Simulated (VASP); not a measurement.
Here is a VASP 6.6.1 calculation.

Contents of INCAR:

```
SYSTEM = BaTiO3
ALGO     = Normal         ! electronic algorithm
EDIFF    = 1E-7           ! SCF threshold, eV
ENCUT    = 520            ! plane-wave cutoff, eV
GGA      = PS             ! functional
ISIF     = 2              ! what is computed and relaxed
ISMEAR   = -1             ! smearing method
ISYM     = 0            
LASPH    = .True.         ! aspherical terms in the spheres
LCHARG   = .False.        ! write CHGCAR
LREAL    = .False.        ! projectors in reciprocal space
LWAVE    = .False.        ! write WAVECAR
NBANDS   = 28             ! bands
NELM     = 60             ! most SCF steps
PREC     = Accurate       ! precision mode
SIGMA    = 0.114          ! smearing width, eV
```

File KPOINTS:

```
k-points
0
Gamma
  8 8 8
  0 0 0
```

POSCAR

```
BaTiO3
1.0
   -3.9892311300      0.0000000000      0.0000000000
    0.0000000000     -2.8416482100      2.8513692400
    0.0000000000      2.8416482100      2.8513692400
Ba Ti O
1 1 3
Direct
    0.0000000000      0.0000000000      0.0000000000
    0.5000000000      0.5143000000      0.5143000000
    0.0000000000      0.4890000000      0.4890000000
    0.5000000000      0.9922300000      0.5044300000
    0.5000000000      0.5044300000      0.9922300000
```

Potentials or basis: VASP PAW PBE potentials, release 64 (Ba_sv, Ti_sv, O).

The run is started by

```console
$ cat potpaw_PBE.64/Ba_sv/POTCAR potpaw_PBE.64/Ti_sv/POTCAR potpaw_PBE.64/O/POTCAR > POTCAR
$ mpirun -np 1 vasp_std > vasp.out
```

Task: What does it give for the band gap on the k mesh?

Result: 1.82 eV (least direct gap 2.04 eV).

Task: Predict the largest force.

Result: 0.290 eV/Å.

Task: Predict the pressure.

Result: -2.8 GPa.

Stress tensor (GPa, compression positive):
```
-2.63  0.00  0.00
 0.00 -2.58  0.00
 0.00  0.00 -3.22
```

Caveat: the PAW data sets were made with another functional, which shifts forces and pressure a little; spin-orbit coupling is left out, which moves the levels of the heavy elements. A k mesh can miss the band edges.
